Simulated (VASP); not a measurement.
# Al2Cu (I4/mmm) in VASP: further runs

Al2Cu is run at these levels: PBE; tasks: single point.

Everything below comes from runs of VASP 6.6.1. Logs are shortened: lines on timing, memory, paths and dates and some standing lists are left out, and cuts for length are marked.

## Step 1: The cell of the first run

The structure is tetragonal, space group I4/mmm (No. 139). Conventional cell: a = 3.898 Å, b = 3.898 Å, c = 5.494 Å, α = 90.00°, β = 90.00°, γ = 90.00°. Within 3.1 Å of Al (site symmetry -4m2) lie 4 Cu at 2.38 Å and 6 Al at 2.75 to 2.76 Å. Within 3.1 Å of Cu (site symmetry 4/mmm) lie 8 Al at 2.38 Å.

## Step 2: Single point, PBE

The input, INCAR:

```
SYSTEM = Al2Cu
ALGO = Fast
EDIFF = 1E-7
ENCUT = 520
GGA = PE
ISIF = 2
ISMEAR = 0
LASPH = .TRUE.
LCHARG = .FALSE.
LREAL = .FALSE.
LWAVE = .FALSE.
NBANDS = 16
NELM = 60
PREC = Accurate
SIGMA = 0.15
```

The input, KPOINTS:

```
k-points
0
G
  14 14 14
  0 0 0
```

The input, POSCAR:

```
Al2Cu
1.0
   -1.9491751977      1.9491751977      2.7468500000
    1.9491751977     -1.9491751977      2.7468500000
    1.9491751977      1.9491751977     -2.7468500000
Al Cu
2 1
Direct
    0.7500000000      0.2500000000      0.5000000000
    0.2500000000      0.7500000000      0.5000000000
    0.5000000000      0.5000000000      0.0000000000
```

Potentials or basis: VASP PAW PBE potentials, release 64 (Al, Cu).

Started as:

```
cat potpaw_PBE.64/Al/POTCAR potpaw_PBE.64/Cu/POTCAR > POTCAR
mpirun -np 1 vasp_std > vasp.out
```

OUTCAR:

```text
SYSTEM = Al2Cu
   EDIFF = 1E-7
   ENCUT = 520
   GGA = PE
   ISIF = 2
   ISMEAR = 0
   LASPH = .TRUE.
   LREAL = .FALSE.
   NELM = 60
   PREC = Accurate

 ion  position               nearest neighbor table
   1  0.750  0.250  0.500-   3 2.38   3 2.38   3 2.38   3 2.38   2 2.75   2 2.75   2 2.76   2 2.76
                             2 2.76   2 2.76
   2  0.250  0.750  0.500-   3 2.38   3 2.38   3 2.38   3 2.38   1 2.75   1 2.75   1 2.76   1 2.76
                             1 2.76   1 2.76
   3  0.500  0.500  0.000-   1 2.38   2 2.38   1 2.38   2 2.38   2 2.38   1 2.38   2 2.38   1 2.38

  LATTYP: Found a body centered tetragonal cell.
 ALAT       =     3.8983503954
 C/A-ratio  =     1.4092370985

  Lattice vectors:

 A1 = (  -1.9491751977,   1.9491751977,   2.7468500000)
 A2 = (   1.9491751977,  -1.9491751977,   2.7468500000)
 A3 = (   1.9491751977,   1.9491751977,  -2.7468500000)

Analysis of symmetry for initial positions (statically):
=====================================================================
 Subroutine PRICEL returns:
 Original cell was already a primitive cell.

 Routine SETGRP: Setting up the symmetry group for a
 body centered tetragonal supercell.

 Subroutine GETGRP returns: Found 16 space group operations
 (whereof 16 operations were pure point group operations)
 out of a pool of 16 trial point group operations.

The static configuration has the point symmetry D_4h.

Analysis of symmetry for dynamics (positions and initial velocities):
=====================================================================
 Subroutine PRICEL returns:
 Original cell was already a primitive cell.

 Routine SETGRP: Setting up the symmetry group for a
 body centered tetragonal supercell.

 Subroutine GETGRP returns: Found 16 space group operations
 (whereof 16 operations were pure point group operations)
 out of a pool of 16 trial point group operations.

The dynamic configuration has the point symmetry D_4h.

 Subroutine INISYM returns: Found 16 space group operations
 (whereof 16 operations are pure point group operations),
 and found     1 'primitive' translations

----------------------------------------------------------------------------------------

                                     Primitive cell

[... 91 lines left out ...]
   NELM   =     60;   NELMIN=  2; NELMDL= -5     # of ELM steps
   EDIFF  = 0.1E-06   stopping-criterion for ELM
   LREAL  =      F    real-space projection
   EDIFFG = 0.1E-05   stopping-criterion for IOM
   NSW    =      0    number of steps for IOM
   IBRION =     -1    ionic relax: 0-MD 1-quasi-New 2-CG
   NFREE  =      0    steps in history (QN), initial steepest desc. (CG)
   ISIF   =      2    stress and relaxation
   ISYM   =      2    0-nonsym 1-usesym 2-fastsym
   POTIM  = 0.5000    time-step for ionic-motion
   TEBEG  =    0.0;   TEEND  =   0.0 temperature during run
   PSTRESS=    0.0 pullay stress
   NELECT =      17.0000    total number of electrons
   NUPDOWN=      -1.0000    fix difference up-down
   EMIN   =  10.00;   EMAX   =-10.00  energy-range for DOS
   EFERMI =   0.00;   METHOD = LEGACY
   ISMEAR =     0;   SIGMA  =   0.15  broadening in eV -4-tet -1-fermi 0-gaus
   EFERMI_NEDOS =   21; number of points for ismear=-14 and -15
   IALGO  =     68    algorithm
   IMIX   =      4    mixing-type and parameters
     AMIX     =   0.40;   BMIX     =  1.00
     AMIX_MAG =   1.60;   BMIX_MAG =  1.00
  volume/ion in A,a.u.               =      13.91        93.90
  Fermi-wavevector in a.u.,A,eV,Ry     =   1.213460  2.293107 20.034387  1.472486
  Thomas-Fermi vector in A             =   2.348912
   LORBIT       =      0    0 simple, 1 ext, 2 COOP (PROOUT), +10 PAW based schemes
   GGA     = PE    functional components
   LHFCALC =     F    Hartree Fock is set to
   AEXX    =    0.0000 exact exchange contribution
   IVDW    =     0    specifies the selected vdW correction
   LEPSILON=     F    determine dielectric tensor
   LRPA    =     F    only Hartree local field effects (RPA)
 non-spin polarized calculation
 RMM-DIIS sequential band-by-band and
 Gauss-broadening in eV      SIGMA  =   0.15
  energy-cutoff  :      520.00
  volume of cell :       41.74
 maximum number of plane-waves:      1142
 NGX is ok and might be reduce to    30
   NGX = 15   NGY = 15   NGZ = 15

 number of electron      16.9999988 magnetization

 Free energy of the ion-electron system (eV)
  ---------------------------------------------------
  ext. energy  EPLUGINS =         0.00000000
  ---------------------------------------------------
  free energy    TOTEN  =       -11.39006313 eV

  energy without entropy =      -11.38078852  energy(sigma->0) =      -11.38542582

 E-fermi :   8.4566     XC(G=0): -11.0270

 val. band max:        8.4411537318   @ k =  -0.0714   0.3571   0.0714
 cond. band min:       8.4606592727   @ k =  -0.0714   0.4286   0.0714
 fundamental gap:      0.0195055409
 Fermi energy:         8.4566144721

 k-point     1 :       0.0000    0.0000    0.0000
  band No.  band energies     occupation
      1      -2.6174      2.00000
      2       3.3406      2.00000
      3       3.3442      2.00000
      4       3.3442      2.00000
      5       3.9634      2.00000
      6       3.9705      2.00000
[... 433 lines left out ...]
      3       3.4206      2.00000
      4       3.5637      2.00000
      5       3.9015      2.00000
      6       4.0544      2.00000
[... 8 lines left out ...]
     15      16.4601      0.00000
     16      19.9620      0.00000

 [... further k-points ...]

------------------------ aborting loop because EDIFF is reached ----------------------------------------

  FORCE on cell =-STRESS in cart. coord.  units (eV):
  Direction    XX          YY          ZZ          XY          YZ          ZX
  --------------------------------------------------------------------------------------
  -------------------------------------------------------------------------------------
  Total        5.0863827      5.0863827      5.2085979      0.0000000      0.0000000     -0.0000000
  in kB      195.2193807    195.2193807    199.9100960      0.0000000      0.0000000     -0.0000000
  external PRESSURE =     196.7829525 kB  Pullay stress =       0.0000000 kB

 VOLUME and BASIS-vectors are now :
 -----------------------------------------------------------------------------
  energy-cutoff  :      520.00
  volume of cell :       41.74
      direct lattice vectors                 reciprocal lattice vectors
    -1.949175198  1.949175198  2.746850000     0.000000000  0.256518758  0.182026685
     1.949175198 -1.949175198  2.746850000     0.256518758  0.000000000  0.182026685
     1.949175198  1.949175198 -2.746850000     0.256518758  0.256518758  0.000000000

 POSITION                                       TOTAL-FORCE (eV/Angst)
 -----------------------------------------------------------------------------------
     -0.00000      1.94918      1.37342         0.000000     -0.000000      0.000000
      1.94918     -0.00000      1.37342        -0.000000      0.000000      0.000000
      0.00000      0.00000      2.74685         0.000000     -0.000000     -0.000000
 -----------------------------------------------------------------------------------
    total drift:                                0.000000     -0.000000      0.000000

  FREE ENERGIE OF THE ION-ELECTRON SYSTEM (eV)
  ---------------------------------------------------
  free  energy   TOTEN  =       -11.3900631262 eV

  energy  without entropy=      -11.3807885231  energy(sigma->0) =      -11.38542582
```

OSZICAR:

```text
N       E                     dE             d eps       ncg     rms          rms(c)
DAV:   1     0.642694822052E+02    0.64269E+02   -0.69849E+03  7872   0.118E+03
DAV:   2    -0.113292504048E+02   -0.75599E+02   -0.67115E+02  8408   0.208E+02
DAV:   3    -0.139498728116E+02   -0.26206E+01   -0.25761E+01 10640   0.434E+01
[... 11 lines left out ...]
RMM:  15    -0.113900643719E+02   -0.17280E-06   -0.11046E-05 10849   0.329E-02    0.322E-02
RMM:  16    -0.113900635917E+02    0.78017E-06   -0.47013E-06 10842   0.299E-02    0.317E-02
RMM:  17    -0.113900638011E+02   -0.20939E-06   -0.29919E-06 11080   0.155E-02    0.279E-02
RMM:  18    -0.113900634896E+02    0.31151E-06   -0.86229E-07  9056   0.756E-03    0.204E-02
RMM:  19    -0.113900630864E+02    0.40327E-06   -0.47423E-07  7196   0.103E-02    0.124E-02
RMM:  20    -0.113900631262E+02   -0.39803E-07   -0.88413E-08  5227   0.260E-03
   1 F= -.11390063E+02 E0= -.11385426E+02  d E =-.927460E-02
```

stdout:

```text
POSCAR found type information on POSCAR AlCu
 POSCAR found :  2 types and       3 ions
 scaLAPACK will be used
 LDA part: xc-table for (Slater+PW92), standard interpolation
 POSCAR, INCAR and KPOINTS ok, starting setup
 FFT: planning ... GRIDC
 FFT: planning ... GRID_SOFT
 FFT: planning ... GRID
 WAVECAR not read
 entering main loop
WARNING in EDDRMM: call to ZHEGV failed, returncode =   6  3     16
WARNING in EDDRMM: call to ZHEGV failed, returncode =   8  4     16
WARNING in EDDRMM: call to ZHEGV failed, returncode =   8  4     15
WARNING in EDDRMM: call to ZHEGV failed, returncode =   8  4     16
WARNING in EDDRMM: call to ZHEGV failed, returncode =   8  4     16
 num prob  num prob  num prob  num prob  num prob RMM:  20    -0.113900631262E+02   -0.39803E-07   -0.88413E-08  5227   0.260E-03
```

Wall time 8.1 min (1 thread of Intel Xeon 8259CL, shared host); peak memory 0.29 GiB.

What came out:

| Property | Result |
| --- | --- |
| Free energy | -11.3901 eV |
| Pressure | 19.7 GPa |
| Band gap on the k mesh | zero (an odd number of electrons rules out a gap without spin polarisation) |

Stress tensor (GPa, compression positive):
```
19.52  0.00  0.00
 0.00 19.52  0.00
 0.00  0.00 19.99
```

Caveat: the cell stands under pressure.

## Step 3: Single point, PBE

This run uses another cell than the first one, of 14.16 Å³/atom.

The input, INCAR:

```
PREC = Accurate
ENCUT = 520
EDIFF = 1E-7
ISMEAR = 0
SIGMA = 0.15
LREAL = False
LASPH = True
NELM = 80
ALGO = Fast
ISIF = 2
LWAVE = False
LCHARG = True
GGA = PE
LELF = True
LVHAR = True
NBANDS = 16
```

The input, KPOINTS:

```
regular mesh
0
Gamma
  14 14 14
```

The input, POSCAR:

```
Al2Cu
1.0
   -1.9491751977      1.9491751977      2.7950000000
    1.9491751977     -1.9491751977      2.7950000000
    1.9491751977      1.9491751977     -2.7950000000
Al Cu
2 1
Direct
    0.7500000000      0.2500000000      0.5000000000
    0.2500000000      0.7500000000      0.5000000000
    0.5000000000      0.5000000000      0.0000000000
```

Potentials or basis: VASP PAW PBE potentials, release 64 (Al, Cu).

Started as:

```
cat potpaw_PBE.64/Al/POTCAR potpaw_PBE.64/Cu/POTCAR > POTCAR
mpirun -np 1 vasp_std > vasp.out
```

It took 8.5 min on 1 thread of Intel Xeon 8259CL, shared host; peak memory 0.29 GiB.

Results (log left out):

```yaml
Free_energy: -11.4714 eV
Pressure: 16.8 GPa
Band_gap_on_the_k_mesh: zero (an odd number of electrons rules out a gap without spin polarisation)
```

Stress tensor (GPa, compression positive):
```
17.32  0.00  0.00
 0.00 17.32  0.00
 0.00  0.00 15.64
```

Levels at points of the mesh, in eV from the Fermi level:
```tsv
k point	band 7	band 8	band 9	band 10	band 11	band 12
(0.00, 0.00, 0.00)	2.87	2.98	2.98	3.23	3.23	3.39
(0.50, 0.00, 0.00)	-4.32	0.55	0.69	3.09	3.19	4.59
(0.50, 0.50, 0.00)	-4.04	-2.27	-2.16	0.71	1.47	9.31
(0.50, 0.50, 0.50)	-4.09	-2.12	-2.12	0.90	1.55	9.30
```

Caveat: the cell stands under pressure.

## Step 4: Single point, PBE

This run uses another cell than the first one, of 14.40 Å³/atom.

The input, INCAR:

```
PREC     = Accurate       # precision mode
ENCUT    = 520            # plane-wave cutoff, eV
EDIFF    = 1E-7           # SCF threshold, eV
ISMEAR   = 0              # smearing method
SIGMA    = 0.15           # smearing width, eV
LREAL    = F              # projectors in reciprocal space
LASPH    = T              # aspherical terms in the spheres
NELM     = 80             # most SCF steps
ALGO     = Fast           # electronic algorithm
ISIF     = 2              # what is computed and relaxed
LWAVE    = F              # write WAVECAR
LCHARG   = F              # write CHGCAR
GGA      = PE             # functional
NBANDS   = 16             # bands
```

KPOINTS is that of step 3.

The input, POSCAR:

```
Al2Cu
1.0
   -1.9491751977      1.9491751977      2.8432000000
    1.9491751977     -1.9491751977      2.8432000000
    1.9491751977      1.9491751977     -2.8432000000
Al Cu
2 1
Direct
    0.7500000000      0.2500000000      0.5000000000
    0.2500000000      0.7500000000      0.5000000000
    0.5000000000      0.5000000000      0.0000000000
```

Started as:

```
cat potpaw_PBE.64/Al/POTCAR potpaw_PBE.64/Cu/POTCAR > POTCAR
mpirun -np 1 vasp_std > vasp.out
```

Wall time 7.8 min (1 thread of Intel Xeon 8259CL, shared host); peak memory 0.29 GiB.

The run converged. Its results:

- Free energy: -11.5342 eV
- Pressure: 14.3 GPa
- Band gap on the k mesh: zero (an odd number of electrons rules out a gap without spin polarisation)

Stress tensor (GPa, compression positive):
```
15.45  0.00  0.00
 0.00 15.45  0.00
 0.00  0.00 11.97
```

Levels at points of the mesh, in eV from the Fermi level:
```csv
k point,band 6,band 7,band 8,band 9,band 10,band 11,band 12,band 13
"(0.00, 0.00, 0.00)",-4.32,2.78,3.03,3.03,3.11,3.11,3.46,5.28
"(0.50, 0.00, 0.00)",-4.28,-4.24,0.46,0.77,2.96,3.20,4.51,4.74
"(0.50, 0.50, 0.00)",-4.18,-3.96,-2.34,-2.11,0.57,1.44,9.25,11.00
"(0.50, 0.50, 0.50)",-4.15,-4.08,-2.00,-2.00,0.97,1.63,9.25,11.71
```

Caveat: the cell stands under pressure.

## Step 5: Single point, PBE

This run uses another cell than the first one, of 14.60 Å³/atom.

The input, INCAR:

```
SYSTEM = Al2Cu
PREC     = Accurate       ! precision mode
ENCUT    = 520            ! plane-wave cutoff, eV
EDIFF    = 1E-6           ! SCF threshold, eV
ISMEAR   = 0              ! smearing method
SIGMA    = 0.15           ! smearing width, eV
LREAL    = .False.        ! projectors in reciprocal space
LASPH    = .True.         ! aspherical terms in the spheres
NELM     = 80             ! most SCF steps
ALGO     = Fast           ! electronic algorithm
ISIF     = 2              ! what is computed and relaxed
LWAVE    = .False.        ! write WAVECAR
LCHARG   = .False.        ! write CHGCAR
GGA      = PE             ! functional
NBANDS   = 16             ! bands
```

The input, KPOINTS:

```
regular mesh
0
Gamma
  14 14 14
  0 0 0
```

The input, POSCAR:

```
Al2Cu
1.0
   -1.9969049054      1.9969049054      2.7468500000
    1.9969049054     -1.9969049054      2.7468500000
    1.9969049054      1.9969049054     -2.7468500000
Al Cu
2 1
Direct
    0.7500000000      0.2500000000      0.5000000000
    0.2500000000      0.7500000000      0.5000000000
    0.5000000000      0.5000000000      0.0000000000
```

Potentials or basis: VASP PAW PBE potentials, release 64 (Al, Cu).

Started as:

```
cat potpaw_PBE.64/Al/POTCAR potpaw_PBE.64/Cu/POTCAR > POTCAR
mpirun -np 1 vasp_std > vasp.out
```

OUTCAR:

```text
SYSTEM = Al2Cu
   PREC = Accurate
   ENCUT = 520
   EDIFF = 1E-6
   ISMEAR = 0
   LREAL = .False.
   LASPH = .True.
   NELM = 80
   ISIF = 2
   GGA = PE

 ion  position               nearest neighbor table
   1  0.750  0.250  0.500-   3 2.42   3 2.42   3 2.42   3 2.42   2 2.75   2 2.75   2 2.82   2 2.82
                             2 2.82   2 2.82
   2  0.250  0.750  0.500-   3 2.42   3 2.42   3 2.42   3 2.42   1 2.75   1 2.75   1 2.82   1 2.82
                             1 2.82   1 2.82
   3  0.500  0.500  0.000-   2 2.42   1 2.42   1 2.42   2 2.42   1 2.42   2 2.42   2 2.42   1 2.42

  LATTYP: Found a body centered tetragonal cell.
[... 656 lines left out ...]
  --------------------------------------------------------------------------------------
  -------------------------------------------------------------------------------------
  Total        2.9812990      2.9812990      3.9260450      0.0000000      0.0000000      0.0000000
  in kB      109.0200582    109.0200582    143.5675041      0.0000000      0.0000000      0.0000000
  external PRESSURE =     120.5358735 kB  Pullay stress =       0.0000000 kB

 VOLUME and BASIS-vectors are now :
 -----------------------------------------------------------------------------
  energy-cutoff  :      520.00
  volume of cell :       43.81
      direct lattice vectors                 reciprocal lattice vectors
    -1.996904905  1.996904905  2.746850000     0.000000000  0.250387486  0.182026685
     1.996904905 -1.996904905  2.746850000     0.250387486  0.000000000  0.182026685
     1.996904905  1.996904905 -2.746850000     0.250387486  0.250387486  0.000000000

 POSITION                                       TOTAL-FORCE (eV/Angst)
 -----------------------------------------------------------------------------------
      0.00000      1.99690      1.37342        -0.000000     -0.000000      0.000000
      1.99690      0.00000      1.37342         0.000000      0.000000     -0.000000
      0.00000      0.00000      2.74685        -0.000000     -0.000000     -0.000000
 -----------------------------------------------------------------------------------
    total drift:                                0.000000     -0.000000      0.000000

  FREE ENERGIE OF THE ION-ELECTRON SYSTEM (eV)
  ---------------------------------------------------
  free  energy   TOTEN  =       -11.5847174205 eV

  energy  without entropy=      -11.5751091918  energy(sigma->0) =      -11.57991331
```

OSZICAR:

```text
N       E                     dE             d eps       ncg     rms          rms(c)
DAV:   1     0.633380878280E+02    0.63338E+02   -0.69102E+03  7840   0.116E+03
DAV:   2    -0.114491290782E+02   -0.74787E+02   -0.66525E+02  8472   0.205E+02
DAV:   3    -0.140526884452E+02   -0.26036E+01   -0.25560E+01 10560   0.431E+01
DAV:   4    -0.141086963317E+02   -0.56008E-01   -0.55988E-01  9288   0.541E+00
DAV:   5    -0.141114111759E+02   -0.27148E-02   -0.27148E-02 12136   0.132E+00    0.155E+01
RMM:   6    -0.160712734517E+02   -0.19599E+01   -0.38420E+01  9831   0.948E+01    0.129E+01
RMM:   7    -0.116484095228E+02    0.44229E+01   -0.10792E+01  8988   0.522E+01    0.148E+00
RMM:   8    -0.115940238049E+02    0.54386E-01   -0.64530E-01  8475   0.126E+01    0.900E-01
RMM:   9    -0.115839115141E+02    0.10112E-01   -0.70560E-02  9614   0.156E+00    0.121E-01
RMM:  10    -0.115852283475E+02   -0.13168E-02   -0.74353E-03 10363   0.984E-01    0.182E-01
RMM:  11    -0.115857199564E+02   -0.49161E-03   -0.66958E-03  9836   0.120E+00    0.252E-01
RMM:  12    -0.115846578541E+02    0.10621E-02   -0.21774E-03  9795   0.738E-01    0.196E-02
RMM:  13    -0.115847091178E+02   -0.51264E-04   -0.50425E-04 11466   0.162E-01    0.203E-02
RMM:  14    -0.115847165763E+02   -0.74585E-05   -0.68465E-05 11213   0.685E-02    0.351E-02
RMM:  15    -0.115847171509E+02   -0.57462E-06   -0.10230E-05 10005   0.347E-02    0.250E-02
RMM:  16    -0.115847174205E+02   -0.26963E-06   -0.35009E-06  8982   0.282E-02
   1 F= -.11584717E+02 E0= -.11579913E+02  d E =-.960823E-02
```

Run time: 6.5 min. Hardware: 1 thread of Intel Xeon 8259CL, shared host; peak memory 0.3 GiB.

What came out:

* Free energy: -11.5847 eV
* Pressure: 12.1 GPa
* Band gap on the k mesh: zero (an odd number of electrons rules out a gap without spin polarisation)

Caveat: the cell stands under pressure.

## Step 6: Summary

| cell | further INCAR settings | gap on the mesh (eV) | pressure (GPa) |
| --- | --- | --- | --- |
| a = 3.891 Å, angles 119.9, 119.9, 90.2°, 3 atoms | ALGO = Fast; EDIFF = 1e-07; NBANDS = 16 | none | 19.7 |
| a = 3.926 Å, angles 120.5, 120.5, 89.2°, 3 atoms | ALGO = Fast; EDIFF = 1e-07; NBANDS = 16 | none | 16.8 |
| a = 3.960 Å, angles 121.0, 121.0, 88.2°, 3 atoms | ALGO = Fast; EDIFF = 1e-07; NBANDS = 16 | none | 14.3 |
| a = 3.940 Å, angles 119.1, 119.1, 91.6°, 3 atoms | ALGO = Fast; EDIFF = 1e-06; NBANDS = 16 | none | 12.1 |

Alike in all rows: task single point; level PBE; potentials or basis VASP PAW PBE potentials, release 64 (Al, Cu); no spin polarisation; k mesh 14 × 14 × 14; cutoff (eV) 520; smearing gaussian 0.15 eV.

Caveats: the cell stands under pressure.

Total energies depend on the potentials used, so only differences within one code and one set of settings carry meaning.
